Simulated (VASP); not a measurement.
# SiO2 (I-42m) in VASP: relaxation of cell and atoms with PBE

Aim: the relaxation of cell and atoms of SiO2 with PBE.

Everything below comes from runs of VASP 6.6.1. Logs are shortened: lines on timing, memory, paths and dates and some standing lists are left out, and cuts for length are marked.

### Step 1. The cell of the first run

It takes space group I-42m (No. 121, tetragonal). Conventional cell: a = 9.160 Å, b = 9.160 Å, c = 8.231 Å, α = 90.00°, β = 90.00°, γ = 90.00°. Si (site symmetry 1) has 4 O at 1.61 to 1.62 Å within 2.1 Å. O (site symmetry 2) has 2 Si at 1.61 Å within 2.1 Å. Within 2.1 Å of O (site symmetry m) lie 2 Si at 1.61 Å. O (site symmetry 1) has 2 Si at 1.62 Å within 2.2 Å.

### Step 2. Relaxation of cell and atoms, PBE

The input, INCAR:

```
PREC = Accurate
ENCUT = 600
EDIFF = 1E-6
ISMEAR = 0
SIGMA = 0.02
LREAL = Auto
LASPH = T
NELM = 80
ALGO = Normal
ISIF = 3
LWAVE = F
LCHARG = F
GGA = PE
IBRION = 2
NSW = 100
EDIFFG = -0.005
```

The input, KPOINTS:

```
Automatic mesh
0
Gamma
  4 4 4
```

The input, POSCAR:

```
SiO2
1.0
   -4.5798011975      4.5798011975      4.1155784219
    4.5798011975     -4.5798011975      4.1155784219
    4.5798011975      4.5798011975     -4.1155784219
Si O
8 16
Direct
    0.7554327600      0.1131968500      0.2321106600
    0.8810861900      0.5233220900      0.7678893400
    0.1131968500      0.7554327600      0.2321106600
    0.4766779100      0.2445672400      0.3577640900
    0.8868031500      0.1189138100      0.6422359100
    0.5233220900      0.8810861900      0.7678893400
    0.2445672400      0.4766779100      0.3577640900
    0.1189138100      0.8868031500      0.6422359100
    0.2833330700      0.0000000000      0.2833330700
    0.9167487000      0.6259356300      0.0000000000
    0.6306849100      0.2378251000      0.2533388800
    0.7166669300      0.0000000000      0.7166669300
    0.6259356300      0.9167487000      0.0000000000
    0.6226539800      0.3693150900      0.6071402000
    0.3693150900      0.6226539800      0.6071402000
    0.0832512900      0.0832512900      0.7091869200
    0.9844862200      0.3773460200      0.7466611200
    0.0000000000      0.7166669300      0.7166669300
    0.2378251000      0.6306849100      0.2533388800
    0.0155137800      0.7621749000      0.3928598000
    0.0000000000      0.2833330700      0.2833330700
    0.7621749000      0.0155137800      0.3928598000
    0.3740643700      0.3740643700      0.2908130700
    0.3773460200      0.9844862200      0.7466611200
```

Potentials or basis: VASP PAW PBE potentials, release 64 (Si, O).

Started as:

```sh
$ cat potpaw_PBE.64/Si/POTCAR potpaw_PBE.64/O/POTCAR > POTCAR
$ mpirun -np 1 vasp_std > vasp.out
```

OUTCAR:

```text
PREC = Accurate
   ENCUT = 600
   EDIFF = 1E-6
   ISMEAR = 0
   LREAL = Auto
   LASPH = T
   NELM = 80
   ISIF = 3
   GGA = PE
   IBRION = 2
   NSW = 100
   EDIFFG = -0.005

 ion  position               nearest neighbor table
   1  0.755  0.113  0.232-  21 1.61  13 1.61  22 1.62  11 1.62   4 3.00   5 3.00   6 3.01
   2  0.881  0.523  0.768-  18 1.61  10 1.61  14 1.62  17 1.62   5 3.00   4 3.00   3 3.01
   3  0.113  0.755  0.232-   9 1.61  10 1.61  20 1.62  19 1.62   7 3.00   8 3.00   2 3.01
   4  0.477  0.245  0.358-   9 1.61  23 1.61  11 1.62  14 1.62   1 3.00   2 3.00   7 3.01
   5  0.887  0.119  0.642-  12 1.61  16 1.61  17 1.62  22 1.62   2 3.00   1 3.00   8 3.01
   6  0.523  0.881  0.768-  12 1.61  13 1.61  15 1.62  24 1.62   8 3.00   7 3.00   1 3.01
   7  0.245  0.477  0.358-  21 1.61  23 1.61  19 1.62  15 1.62   3 3.00   6 3.00   4 3.01
   8  0.119  0.887  0.642-  18 1.61  16 1.61  24 1.62  20 1.62   6 3.00   3 3.00   5 3.01
   9  0.283  0.000  0.283-   3 1.61   4 1.61
  10  0.917  0.626  0.000-   3 1.61   2 1.61
  11  0.631  0.238  0.253-   4 1.62   1 1.62
  12  0.717  0.000  0.717-   5 1.61   6 1.61
  13  0.626  0.917  0.000-   1 1.61   6 1.61
  14  0.623  0.369  0.607-   2 1.62   4 1.62
[... 8 lines left out ...]
  23  0.374  0.374  0.291-   4 1.61   7 1.61
  24  0.377  0.984  0.747-   8 1.62   6 1.62

  LATTYP: Found a body centered tetragonal cell.
 ALAT       =     9.1596023950
 C/A-ratio  =     0.8986369155

  Lattice vectors:

 A1 = (  -4.5798011975,   4.5798011975,   4.1155784219)
 A2 = (   4.5798011975,  -4.5798011975,   4.1155784219)
 A3 = (   4.5798011975,   4.5798011975,  -4.1155784219)

Analysis of symmetry for initial positions (statically):
=====================================================================
 Subroutine PRICEL returns:
 Original cell was already a primitive cell.

 Routine SETGRP: Setting up the symmetry group for a
 body centered tetragonal supercell.

 Subroutine GETGRP returns: Found  8 space group operations
 (whereof  8 operations were pure point group operations)
 out of a pool of 16 trial point group operations.

The static configuration has the point symmetry D_2d.

Analysis of symmetry for dynamics (positions and initial velocities):
=====================================================================
 Subroutine PRICEL returns:
 Original cell was already a primitive cell.

 Routine SETGRP: Setting up the symmetry group for a
 body centered tetragonal supercell.

 Subroutine GETGRP returns: Found  8 space group operations
 (whereof  8 operations were pure point group operations)
 out of a pool of 16 trial point group operations.

The dynamic configuration has the point symmetry D_2d.

 Subroutine INISYM returns: Found  8 space group operations
 (whereof  8 operations are pure point group operations),
 and found     1 'primitive' translations

----------------------------------------------------------------------------------------

                                     Primitive cell

  volume of cell :     345.2901

  direct lattice vectors                    reciprocal lattice vectors
    -4.579801198  4.579801198  4.115578422     0.000000000  0.109175045  0.121489606
     4.579801198 -4.579801198  4.115578422     0.109175045  0.000000000  0.121489606
     4.579801198  4.579801198 -4.115578422     0.109175045  0.109175045  0.000000000

  length of vectors
     7.673795916  7.673795916  7.673795916     0.163336814  0.163336814  0.154396829

  position of ions in fractional coordinates (direct lattice)
     0.755432760  0.113196850  0.232110660
     0.881086190  0.523322090  0.767889340
     0.113196850  0.755432760  0.232110660
     0.476677910  0.244567240  0.357764090
     0.886803150  0.118913810  0.642235910
     0.523322090  0.881086190  0.767889340
[... 16 lines left out ...]
     0.374064370  0.374064370  0.290813070
     0.377346020  0.984486220  0.746661120

  ion indices of the primitive-cell ions
   primitive index   ion index
                 1           1
                 2           2
                 3           3
                 4           4
                 5           5
                 6           6
[... 16 lines left out ...]
                23          23
                24          24

[... 42 lines left out ...]
   number of dos      NEDOS =    301   number of ions     NIONS =     24
   total plane-waves  NPLWV = 262144
   dimension x,y,z NGX =    64 NGY =   64 NGZ =   64
   dimension x,y,z NGXF=   128 NGYF=  128 NGZF=  128
   ions per type =               8  16
   NGX,Y,Z   is equivalent  to a cutoff of  13.87, 13.87, 13.87 a.u.
   NGXF,Y,Z  is equivalent  to a cutoff of  27.73, 27.73, 27.73 a.u.
 SYSTEM =  unknown system
   PREC   = accura    normal or accurate (medium, high low for compatibility)
   ISTART =      0    job   : 0-new  1-cont  2-samecut
   ICHARG =      2    charge: 1-file 2-atom 10-const
   ISPIN  =      1    spin polarized calculation?
   LNONCOLLINEAR =      F non collinear calculations
   LSORBIT =      F    spin-orbit coupling
   LASPH  =      T    aspherical Exc in radial PAW
   ENCUT  =  600.0 eV  44.10 Ry    6.64 a.u.  15.33 15.33 15.33*2*pi/ulx,y,z
   NELM   =     80;   NELMIN=  2; NELMDL= -5     # of ELM steps
   EDIFF  = 0.1E-05   stopping-criterion for ELM
   LREAL  =      T    real-space projection
   EDIFFG = -.5E-02   stopping-criterion for IOM
   NSW    =    100    number of steps for IOM
   IBRION =      2    ionic relax: 0-MD 1-quasi-New 2-CG
   NFREE  =      1    steps in history (QN), initial steepest desc. (CG)
   ISIF   =      3    stress and relaxation
   ISYM   =      2    0-nonsym 1-usesym 2-fastsym
   POTIM  = 0.5000    time-step for ionic-motion
   TEBEG  =    0.0;   TEEND  =   0.0 temperature during run
   PSTRESS=    0.0 pullay stress
   NELECT =     128.0000    total number of electrons
   NUPDOWN=      -1.0000    fix difference up-down
   EMIN   =  10.00;   EMAX   =-10.00  energy-range for DOS
   EFERMI =   0.00;   METHOD = LEGACY
   ISMEAR =     0;   SIGMA  =   0.02  broadening in eV -4-tet -1-fermi 0-gaus
   EFERMI_NEDOS =   21; number of points for ismear=-14 and -15
   IALGO  =     38    algorithm
   IMIX   =      4    mixing-type and parameters
     AMIX     =   0.40;   BMIX     =  1.00
     AMIX_MAG =   1.60;   BMIX_MAG =  1.00
  volume/ion in A,a.u.               =      14.39        97.09
  Fermi-wavevector in a.u.,A,eV,Ry     =   1.176026  2.222366 18.817350  1.383036
  Thomas-Fermi vector in A             =   2.312396
   LORBIT       =      0    0 simple, 1 ext, 2 COOP (PROOUT), +10 PAW based schemes
   GGA     = PE    functional components
   LHFCALC =     F    Hartree Fock is set to
   AEXX    =    0.0000 exact exchange contribution
   IVDW    =     0    specifies the selected vdW correction
   LEPSILON=     F    determine dielectric tensor
   LRPA    =     F    only Hartree local field effects (RPA)
 conjugate gradient relaxation of ions
 non-spin polarized calculation
 Gauss-broadening in eV      SIGMA  =   0.02
  energy-cutoff  :      600.00
  volume of cell :      345.29
 maximum number of plane-waves:     11548
 NGX is ok and might be reduce to    64
   NGX = 31   NGY = 31   NGZ = 31

--------------------------------------- Ionic step        1  -------------------------------------------

 number of electron     127.9999997 magnetization

 Free energy of the ion-electron system (eV)
  ---------------------------------------------------
  ext. energy  EPLUGINS =         0.00000000
  ---------------------------------------------------
  free energy    TOTEN  =      -189.12534469 eV

  energy without entropy =     -189.12534469  energy(sigma->0) =     -189.12534469

 E-fermi :   0.0448     XC(G=0):  -8.3836

 val. band max:       -0.0748731840   @ k =   0.5000   0.5000   0.0000
 cond. band min:       5.7584206223   @ k =   0.0000   0.0000   0.0000
 fundamental gap:      5.8332938064
 Fermi energy:         0.0447750433

 k-point     1 :       0.0000    0.0000    0.0000
  band No.  band energies     occupation
      1     -19.4969      2.00000
      2     -18.8101      2.00000
      3     -18.8101      2.00000
      4     -18.5816      2.00000
      5     -18.1812      2.00000
      6     -18.1812      2.00000
[... 1016 lines left out ...]
     75       9.5751      0.00000
     76       9.7979      0.00000
 [bands above 76 left out]

------------------------ aborting loop because EDIFF is reached ----------------------------------------

  FORCE on cell =-STRESS in cart. coord.  units (eV):
  Direction    XX          YY          ZZ          XY          YZ          ZX
  --------------------------------------------------------------------------------------
  -------------------------------------------------------------------------------------
  Total        9.8739568      9.8739568      9.5782102      0.0000000      0.0000000      0.0000000
  in kB       45.8160537     45.8160537     44.4437626      0.0000000      0.0000000      0.0000000
  external PRESSURE =      45.3586233 kB  Pullay stress =       0.0000000 kB
[... 155 lines left out ...]
  FREE ENERGIE OF THE ION-ELECTRON SYSTEM (eV)
  ---------------------------------------------------
  free  energy   TOTEN  =      -189.2579485997 eV

  energy  without entropy=     -189.2579485997  energy(sigma->0) =     -189.25794860

[... ionic steps 4 to 12 ...]

--------------------------------------- Ionic step       13  -------------------------------------------

 number of electron     128.0000001 magnetization

------------------------ aborting loop because EDIFF is reached ----------------------------------------
[... 111 lines left out ...]
--------------------------------------- Ionic step       15  -------------------------------------------

 number of electron     128.0000001 magnetization

 Free energy of the ion-electron system (eV)
  ---------------------------------------------------
  ext. energy  EPLUGINS =         0.00000000
  ---------------------------------------------------
  free energy    TOTEN  =      -189.25875797 eV

  energy without entropy =     -189.25875797  energy(sigma->0) =     -189.25875797

 E-fermi :  -0.1101     XC(G=0):  -8.2924

 val. band max:       -0.2393324529   @ k =   0.5000   0.5000   0.0000
 cond. band min:       5.4139581193   @ k =   0.0000   0.0000   0.0000
 fundamental gap:      5.6532905722
 Fermi energy:        -0.1101326197

 k-point     1 :       0.0000    0.0000    0.0000
  band No.  band energies     occupation
      1     -19.5154      2.00000
      2     -18.8542      2.00000
      3     -18.8542      2.00000
      4     -18.6285      2.00000
      5     -18.2444      2.00000
      6     -18.2444      2.00000
[... 1016 lines left out ...]
     75       9.2780      0.00000
     76       9.3981      0.00000
 [bands above 76 left out]

------------------------ aborting loop because EDIFF is reached ----------------------------------------

  FORCE on cell =-STRESS in cart. coord.  units (eV):
  Direction    XX          YY          ZZ          XY          YZ          ZX
  --------------------------------------------------------------------------------------
  -------------------------------------------------------------------------------------
  Total        0.0136422      0.0136422      0.0068990      0.0000000      0.0000000      0.0000000
  in kB        0.0617524      0.0617524      0.0312288      0.0000000      0.0000000      0.0000000
  external PRESSURE =       0.0515779 kB  Pullay stress =       0.0000000 kB
[... 39 lines left out ...]
  FREE ENERGIE OF THE ION-ELECTRON SYSTEM (eV)
  ---------------------------------------------------
  free  energy   TOTEN  =      -189.2587579735 eV

  energy  without entropy=     -189.2587579735  energy(sigma->0) =     -189.25875797

 reached required accuracy - stopping structural energy minimisation
```

Run time: 2.4 h. Hardware: 1 thread of Oxide Virtual Turin-like, shared host; peak memory 0.72 GiB.

Results:

```
Free energy                           : -189.2588 eV
Relaxed volume                        : 14.75 Å³/atom
Relaxed cell                          : a = 7.737 Å, b = 7.737 Å, c = 7.737 Å, α = 106.72°, β = 106.72°, γ = 115.13°
Space group after relaxing (to 0.1 Å) : I-42m (No. 121)
Energy gained by relaxing             : 5.6 meV/atom
Ionic steps                           : 15
Pressure after relaxing               : 0.0 GPa
Largest force after relaxing          : 0.005 eV/Å
Band gap on the k mesh                : 5.65 eV (least direct gap 5.86 eV)
```

Forces in eV/Å, atoms in the order of the input:
```
Si   0.000  0.000  0.000
Si   0.000  0.000  0.000
Si   0.000  0.000  0.000
Si   0.000  0.000  0.000
Si   0.000  0.000  0.000
Si   0.000  0.000  0.000
Si   0.000  0.000  0.000
Si   0.000  0.000  0.000
O    0.000 -0.005  0.000
O   -0.001  0.001 -0.001
O   -0.002 -0.002  0.003
O    0.000  0.005  0.000
O    0.001 -0.001 -0.001
O    0.002 -0.002 -0.003
O   -0.002  0.002 -0.003
O   -0.001 -0.001  0.001
O    0.002  0.002  0.003
O    0.005  0.000  0.000
O   -0.002 -0.002  0.003
O    0.002 -0.002 -0.003
O   -0.005  0.000  0.000
O   -0.002  0.002 -0.003
O    0.001  0.001  0.001
O    0.002  0.002  0.003
```

The path:
```
step  energy change (eV)  largest force (eV/Å)  pressure (GPa)  volume (Å³)
   1              0.0000                0.3982            4.54       345.29
   2              0.1449                0.5992           -5.81       366.05
   3             -0.1326                0.0592            0.00       353.57
   4             -0.1326                0.0583            0.09       353.41
   5             -0.1321                0.1171            0.03       353.67
   6             -0.1330                0.0163            0.06       353.51
   7             -0.1332                0.0194           -0.02       353.77
   8             -0.1332                0.0240           -0.05       353.87
   9             -0.1333                0.0145           -0.05       353.93
  10             -0.1334                0.0095           -0.05       354.04
  11             -0.1334                0.0051           -0.01       353.97
  12             -0.1334                0.0053           -0.01       353.95
  13             -0.1334                0.0052            0.00       353.95
  14             -0.1334                0.0053            0.01       353.95
  15             -0.1334                0.0047            0.01       353.95
```

Final structure:
```yaml
crystal:
  lattice:
    - [-4.61757, 4.61757, 4.15005]
    - [4.61757, -4.61757, 4.15005]
    - [4.61757, 4.61757, -4.15005]
  atoms:
    - { symbol: Si, position: [0.75541, 0.11322, 0.23215] }
    - { symbol: Si, position: [0.88107, 0.52326, 0.76785] }
    - { symbol: Si, position: [0.11322, 0.75541, 0.23215] }
    - { symbol: Si, position: [0.47674, 0.24459, 0.35781] }
    - { symbol: Si, position: [0.88678, 0.11893, 0.64219] }
    - { symbol: Si, position: [0.52326, 0.88107, 0.76785] }
    - { symbol: Si, position: [0.24459, 0.47674, 0.35781] }
    - { symbol: Si, position: [0.11893, 0.88678, 0.64219] }
    - { symbol: O, position: [0.28282, 0.00000, 0.28282] }
    - { symbol: O, position: [0.91589, 0.62563, 0.00000] }
    - { symbol: O, position: [0.63064, 0.23815, 0.25287] }
    - { symbol: O, position: [0.71718, 0.00000, 0.71718] }
    - { symbol: O, position: [0.62563, 0.91589, 0.00000] }
    - { symbol: O, position: [0.62223, 0.36936, 0.60751] }
    - { symbol: O, position: [0.36936, 0.62223, 0.60751] }
    - { symbol: O, position: [0.08411, 0.08411, 0.70974] }
    - { symbol: O, position: [0.98528, 0.37777, 0.74713] }
    - { symbol: O, position: [0.00000, 0.71718, 0.71718] }
    - { symbol: O, position: [0.23815, 0.63064, 0.25287] }
    - { symbol: O, position: [0.01472, 0.76185, 0.39249] }
    - { symbol: O, position: [0.00000, 0.28282, 0.28282] }
    - { symbol: O, position: [0.76185, 0.01472, 0.39249] }
    - { symbol: O, position: [0.37437, 0.37437, 0.29026] }
    - { symbol: O, position: [0.37777, 0.98528, 0.74713] }
```

Levels at points of the mesh, in eV from the valence-band top:
| k point | band 61 | band 62 | band 63 | band 64 | band 65 | band 66 | band 67 | band 68 |
| --- | --- | --- | --- | --- | --- | --- | --- | --- |
| (0.00, 0.00, 0.00) | -0.25 | -0.24 | -0.24 | -0.20 | 5.65 | 8.42 | 8.42 | 8.43 |
| (0.50, 0.00, 0.00) | -0.35 | -0.31 | -0.18 | -0.13 | 6.97 | 7.27 | 8.28 | 8.69 |
| (0.50, 0.50, 0.00) | -0.37 | -0.27 | -0.07 | 0.00 | 6.78 | 7.21 | 8.58 | 8.65 |
| (0.50, 0.50, 0.50) | -0.10 | -0.08 | -0.07 | -0.07 | 7.90 | 7.90 | 7.93 | 8.00 |

A k mesh can miss the band edges.
